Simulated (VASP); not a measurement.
A run of VASP 6.6.1:

The input INCAR:

```
SYSTEM = GaSb
  PREC = Accurate
  ENCUT = 520
  EDIFF = 1E-6
  ISMEAR = 0
  SIGMA = 0.15
  LREAL = .FALSE.
  LASPH = .TRUE.
  NELM = 80
  ALGO = Normal
  ISIF = 2
  LWAVE = .FALSE.
  LCHARG = .TRUE.
  LELF = .TRUE.
  LVHAR = .TRUE.
  NBANDS = 16
```

Contents of KPOINTS:

```
regular mesh
0
G
  16 16 16
  0 0 0
```

Contents of POSCAR:

```
GaSb
1.0
   -1.5759166811      2.5055409662      2.8041297762
    1.5759166811     -2.5055409662      2.8041297762
    1.5759166811      2.5055409662     -2.8041297762
Ga Sb
1 1
Direct
    0.0000000000      0.0000000000      0.0000000000
    0.5000000000      0.5000000000      0.0000000000
```

Potentials or basis: VASP PAW LDA potentials, release 64 (Ga_d, Sb).

The run is started by

```bash
$ cat potpaw_LDA.64/Ga_d/POTCAR potpaw_LDA.64/Sb/POTCAR > POTCAR
$ mpirun -np 1 vasp_std > vasp.out
```

Hardware: 1 thread of Intel Xeon 8259CL, on a shared host.

**Question.** Estimate the wall time of this run.

**Answer.** It took 7.4 min on 1 thread of Intel Xeon 8259CL, on a shared host, peak memory 0.53 GiB. Counts: scf iterations 10, k points 621.
